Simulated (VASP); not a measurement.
# Co (Im-3m) in VASP: single point with PBE

Aim: the single point of Co with PBE.

Everything below comes from runs of VASP 6.6.1. Logs are shortened: lines on timing, memory, paths and dates and some standing lists are left out, and cuts for length are marked.

### 1 The cell of the first run

Symmetry: Im-3m, No. 229, cubic system. The conventional cell has a = 2.714 Å, b = 2.714 Å, c = 2.714 Å, α = 90.00°, β = 90.00°, γ = 90.00°. Within 3.1 Å of Co (site symmetry m-3m) lie 14 Co at 2.35 to 2.71 Å.

### 2 Single point, PBE, collinear spin, ferromagnetic start

Contents of INCAR:

```
SYSTEM = Co
PREC     = Accurate       ! precision mode
ENCUT    = 600            ! plane-wave cutoff, eV
EDIFF    = 1E-6           ! SCF threshold, eV
ISMEAR   = -1             ! smearing method
SIGMA    = 0.1            ! smearing width, eV
LREAL    = .False.        ! projectors in reciprocal space
LASPH    = .True.         ! aspherical terms in the spheres
NELM     = 200            ! most SCF steps
ALGO     = Normal         ! electronic algorithm
ISIF     = 2              ! what is computed and relaxed
LWAVE    = .False.        ! write WAVECAR
LCHARG   = .False.        ! write CHGCAR
ISPIN    = 2              ! spin polarisation
MAGMOM   = 2.01           ! initial moments
LORBIT   = 11             ! projections on sites
LMAXMIX  = 4              ! l up to which the mixer works
GGA      = PE             ! functional
NBANDS   = 14             ! bands
GGA_COMPAT= .False.
```

Contents of KPOINTS:

```
regular mesh
0
Gamma
  8 8 8
  0 0 0
```

Contents of POSCAR:

```
Co
1.0
   -1.3570000000      1.3570000000      1.3570000000
    1.3570000000     -1.3570000000      1.3570000000
    1.3570000000      1.3570000000     -1.3570000000
Co
1
Direct
    0.0000000000      0.0000000000      0.0000000000
```

Potentials or basis: VASP PAW PBE potentials, release 64 (Co).

Command:

```console
> cat potpaw_PBE.64/Co/POTCAR > POTCAR
> mpirun -np 1 vasp_std > vasp.out
```

OUTCAR:

```text
SYSTEM = Co
   PREC = Accurate
   ENCUT = 600
   EDIFF = 1E-6
   ISMEAR = -1
   LREAL = .False.
   LASPH = .True.
   NELM = 200
   ISIF = 2
   ISPIN = 2
   LORBIT = 11
   GGA = PE

 ion  position               nearest neighbor table
   1  0.000  0.000  0.000-

  LATTYP: Found a body centered cubic cell.
 ALAT       =     2.7140000000

  Lattice vectors:

 A1 = (  -1.3570000000,   1.3570000000,   1.3570000000)
 A2 = (   1.3570000000,  -1.3570000000,   1.3570000000)
 A3 = (   1.3570000000,   1.3570000000,  -1.3570000000)

Analysis of symmetry for initial positions (statically):
=====================================================================
 Subroutine PRICEL returns:
 Original cell was already a primitive cell.

 Routine SETGRP: Setting up the symmetry group for a
 body centered cubic supercell.

 Subroutine GETGRP returns: Found 48 space group operations
[... 9 lines left out ...]

 Routine SETGRP: Setting up the symmetry group for a
 body centered cubic supercell.

 Subroutine GETGRP returns: Found 48 space group operations
 (whereof 48 operations were pure point group operations)
 out of a pool of 48 trial point group operations.

The dynamic configuration has the point symmetry O_h .

Analysis of structural, dynamic, and magnetic symmetry:
=====================================================================
 Subroutine PRICEL returns:
 Original cell was already a primitive cell.

 Routine SETGRP: Setting up the symmetry group for a
 body centered cubic supercell.

 Subroutine GETGRP returns: Found 48 space group operations
 (whereof 48 operations were pure point group operations)
 out of a pool of 48 trial point group operations.

The overall configuration has the point symmetry O_h .

 Subroutine INISYM returns: Found 48 space group operations
[... 5 lines left out ...]
                                     Primitive cell

  volume of cell :       9.9954

  direct lattice vectors                    reciprocal lattice vectors
    -1.357000000  1.357000000  1.357000000     0.000000000  0.368459838  0.368459838
     1.357000000 -1.357000000  1.357000000     0.368459838  0.000000000  0.368459838
     1.357000000  1.357000000 -1.357000000     0.368459838  0.368459838  0.000000000

  length of vectors
     2.350392946  2.350392946  2.350392946     0.521080900  0.521080900  0.521080900

  position of ions in fractional coordinates (direct lattice)
     0.000000000  0.000000000  0.000000000

  ion indices of the primitive-cell ions
   primitive index   ion index
                 1           1

----------------------------------------------------------------------------------------

 KPOINTS: regular mesh

Automatic generation of k-mesh.
 Grid dimensions read from file:
 generate k-points for:    8    8    8

 Generating k-lattice:

  Cartesian coordinates                     Fractional coordinates (reciprocal lattice)
     0.000000000  0.046057480  0.046057480     0.125000000  0.000000000  0.000000000
     0.046057480  0.000000000  0.046057480     0.000000000  0.125000000  0.000000000
     0.046057480  0.046057480  0.000000000     0.000000000  0.000000000  0.125000000

  Length of vectors
     0.065135112  0.065135112  0.065135112

  Shift w.r.t. Gamma in fractional coordinates (k-lattice)
     0.000000000  0.000000000  0.000000000

 Subroutine IBZKPT returns following result:
 ===========================================

 Found     29 irreducible k-points:

 Following reciprocal coordinates:
            Coordinates               Weight
  0.000000  0.000000  0.000000      1.000000
  0.125000  0.000000  0.000000     12.000000
  0.250000  0.000000  0.000000     12.000000
  0.375000  0.000000  0.000000     12.000000
  0.500000  0.000000  0.000000      6.000000
  0.125000  0.125000  0.000000     24.000000
[... 16 lines left out ...]
 -0.250000  0.250000  0.250000      6.000000
 -0.375000  0.375000  0.250000     24.000000
 [... further k-points ...]
   k-points           NKPTS =     29   k-points in BZ     NKDIM =     29   number of bands    NBANDS=     14
   number of dos      NEDOS =    301   number of ions     NIONS =      1
   total plane-waves  NPLWV =   8000
   dimension x,y,z NGX =    20 NGY =   20 NGZ =   20
   dimension x,y,z NGXF=    40 NGYF=   40 NGZF=   40
   ions per type =               1
   NGX,Y,Z   is equivalent  to a cutoff of  14.15, 14.15, 14.15 a.u.
   NGXF,Y,Z  is equivalent  to a cutoff of  28.29, 28.29, 28.29 a.u.
 SYSTEM =  Co
   PREC   = accura    normal or accurate (medium, high low for compatibility)
   ISTART =      0    job   : 0-new  1-cont  2-samecut
   ICHARG =      2    charge: 1-file 2-atom 10-const
   ISPIN  =      2    spin polarized calculation?
   LNONCOLLINEAR =      F non collinear calculations
   LSORBIT =      F    spin-orbit coupling
   LASPH  =      T    aspherical Exc in radial PAW
   ENCUT  =  600.0 eV  44.10 Ry    6.64 a.u.   4.69  4.69  4.69*2*pi/ulx,y,z
   NELM   =    200;   NELMIN=  2; NELMDL= -5     # of ELM steps
   EDIFF  = 0.1E-05   stopping-criterion for ELM
   LREAL  =      F    real-space projection
   EDIFFG = 0.1E-04   stopping-criterion for IOM
   NSW    =      0    number of steps for IOM
   IBRION =     -1    ionic relax: 0-MD 1-quasi-New 2-CG
   NFREE  =      0    steps in history (QN), initial steepest desc. (CG)
   ISIF   =      2    stress and relaxation
   ISYM   =      2    0-nonsym 1-usesym 2-fastsym
   POTIM  = 0.5000    time-step for ionic-motion
   TEBEG  =    0.0;   TEEND  =   0.0 temperature during run
   PSTRESS=    0.0 pullay stress
   NELECT =       9.0000    total number of electrons
   NUPDOWN=      -1.0000    fix difference up-down
   EMIN   =  10.00;   EMAX   =-10.00  energy-range for DOS
   EFERMI =   0.00;   METHOD = LEGACY
   ISMEAR =    -1;   SIGMA  =   0.10  broadening in eV -4-tet -1-fermi 0-gaus
   EFERMI_NEDOS =   21; number of points for ismear=-14 and -15
   IALGO  =     38    algorithm
   IMIX   =      4    mixing-type and parameters
     AMIX     =   0.40;   BMIX     =  1.00
     AMIX_MAG =   1.60;   BMIX_MAG =  1.00
  volume/ion in A,a.u.               =      10.00        67.45
  Fermi-wavevector in a.u.,A,eV,Ry     =   1.580845  2.987363 34.001903  2.499069
  Thomas-Fermi vector in A             =   2.681010
   LORBIT       =     11    0 simple, 1 ext, 2 COOP (PROOUT), +10 PAW based schemes
   GGA     = PE    functional components
   LHFCALC =     F    Hartree Fock is set to
   AEXX    =    0.0000 exact exchange contribution
   IVDW    =     0    specifies the selected vdW correction
   LEPSILON=     F    determine dielectric tensor
   LRPA    =     F    only Hartree local field effects (RPA)
 spin polarized calculation
  energy-cutoff  :      600.00
  volume of cell :       10.00
 maximum number of plane-waves:       370
   NGX =  9   NGY =  9   NGZ =  9

 number of electron       8.9999994 magnetization       1.7625267

 Free energy of the ion-electron system (eV)
  ---------------------------------------------------
  ext. energy  EPLUGINS =         0.00000000
  ---------------------------------------------------
  free energy    TOTEN  =        -6.90012041 eV

  energy without entropy =       -6.85769123  energy(sigma->0) =       -6.87890582

 E-fermi :  11.8154     XC(G=0): -13.8981

 val. band max:       11.7768818268   @ k =   0.2500   0.1250  -0.0000
 cond. band min:      11.8432654152   @ k =   0.2500   0.0000   0.0000
 fundamental gap:      0.0663835885
 Fermi energy:        11.8154401420

 spin component 1

 k-point     1 :       0.0000    0.0000    0.0000
  band No.  band energies     occupation
      1       2.0269      1.00000
      2       8.5842      1.00000
      3       8.5842      1.00000
      4       8.5842      1.00000
      5       9.8927      1.00000
      6       9.8927      1.00000
      7      38.0270      0.00000
      8      38.0270      0.00000
      9      38.0270      0.00000
     10      43.9423      0.00000
     11      43.9423      0.00000
     12      46.6466      0.00000
     13      46.6466      0.00000
     14      46.6470      0.00000

 k-point     2 :       0.1250    0.0000    0.0000
  band No.  band energies     occupation
      1       2.7139      1.00000
      2       8.4064      1.00000
      3       8.5535      1.00000
      4       8.9412      1.00000
      5       9.7464      1.00000
      6       9.9084      1.00000
      7      34.4635      0.00000
      8      36.9347      0.00000
      9      37.6832      0.00000
     10      41.7464      0.00000
[... 362 lines left out ...]
 k-point    24 :      -0.3750    0.3750    0.2500
  band No.  band energies     occupation
      1       6.6656      1.00000
      2       7.1968      1.00000
      3       9.0665      1.00000
      4       9.5213      1.00000
      5      10.7291      0.99998
      6      13.6246      0.00000
      7      23.9068      0.00000
      8      27.1309      0.00000
      9      29.9853      0.00000
     10      33.8140      0.00000
     11      44.3422      0.00000
     12      46.4835      0.00000
     13      47.2434      0.00000
     14      50.4574      0.00000

 [... further k-points ...]

 spin component 2

 k-point     1 :       0.0000    0.0000    0.0000
  band No.  band energies     occupation
      1       2.1355      1.00000
      2      10.1546      1.00000
      3      10.1546      1.00000
      4      10.1546      1.00000
      5      12.1770      0.02620
      6      12.1770      0.02619
      7      37.8750      0.00000
      8      37.8750      0.00000
      9      37.8750      0.00000
     10      44.0812      0.00000
     11      44.0812      0.00000
     12      47.0960      0.00000
     13      47.0960      0.00000
     14      47.0960      0.00000

 k-point     2 :       0.1250    0.0000    0.0000
  band No.  band energies     occupation
      1       2.8272      1.00000
      2       9.9495      1.00000
      3      10.1065      1.00000
      4      10.5378      1.00000
      5      11.9852      0.15482
      6      12.1949      0.02200
      7      34.6298      0.00000
      8      36.9146      0.00000
      9      37.6677      0.00000
     10      42.3746      0.00000
[... 362 lines left out ...]
 k-point    24 :      -0.3750    0.3750    0.2500
  band No.  band energies     occupation
      1       7.7568      1.00000
      2       8.8367      1.00000
      3      10.5961      0.99999
      4      11.1597      0.99858
      5      12.4825      0.00127
      6      14.8505      0.00000
      7      24.5284      0.00000
      8      27.5629      0.00000
      9      30.4980      0.00000
     10      34.1895      0.00000
     11      45.0031      0.00000
     12      46.7929      0.00000
     13      49.4788      0.00000
     14      52.3332      0.00000

 [... further k-points ...]
[... 5 lines left out ...]
  --------------------------------------------------------------------------------------
  -------------------------------------------------------------------------------------
  Total        1.7211194      1.7211194      1.7211194     -0.0000000      0.0000000     -0.0000000
  in kB      275.8811705    275.8811705    275.8811705     -0.0000000      0.0000000     -0.0000000
  external PRESSURE =     275.8811705 kB  Pullay stress =       0.0000000 kB

 VOLUME and BASIS-vectors are now :
 -----------------------------------------------------------------------------
  energy-cutoff  :      600.00
  volume of cell :       10.00
      direct lattice vectors                 reciprocal lattice vectors
    -1.357000000  1.357000000  1.357000000     0.000000000  0.368459838  0.368459838
     1.357000000 -1.357000000  1.357000000     0.368459838  0.000000000  0.368459838
     1.357000000  1.357000000 -1.357000000     0.368459838  0.368459838  0.000000000

 POSITION                                       TOTAL-FORCE (eV/Angst)
 -----------------------------------------------------------------------------------
      0.00000      0.00000      0.00000        -0.000000     -0.000000     -0.000000
 -----------------------------------------------------------------------------------
    total drift:                                0.000000     -0.000000      0.000000

  FREE ENERGIE OF THE ION-ELECTRON SYSTEM (eV)
  ---------------------------------------------------
  free  energy   TOTEN  =        -6.9001204081 eV

  energy  without entropy=       -6.8576912267  energy(sigma->0) =       -6.87890582

 total charge

# of ion       s       p       d       tot
------------------------------------------
    1        0.529   0.613   7.298   8.440

 magnetization (x)

# of ion       s       p       d       tot
------------------------------------------
    1       -0.001  -0.036   1.798   1.761
```

Wall time 11 s (1 thread of Intel Xeon Platinum 8259CL at 2.50GHz (Skylake/Cascade Lake), shared host); peak memory 0.14 GiB.

Results:

```yaml
Free_energy: -6.9001 eV
Pressure: 27.6 GPa
Net_moment: 1.76 μB per cell
Site_moments: Co +1.76 μB
Valence_electrons_inside_the_program's_atomic_spheres: Co 8.44
```

Caveat: the k points lie up to 0.41 Å⁻¹ apart.
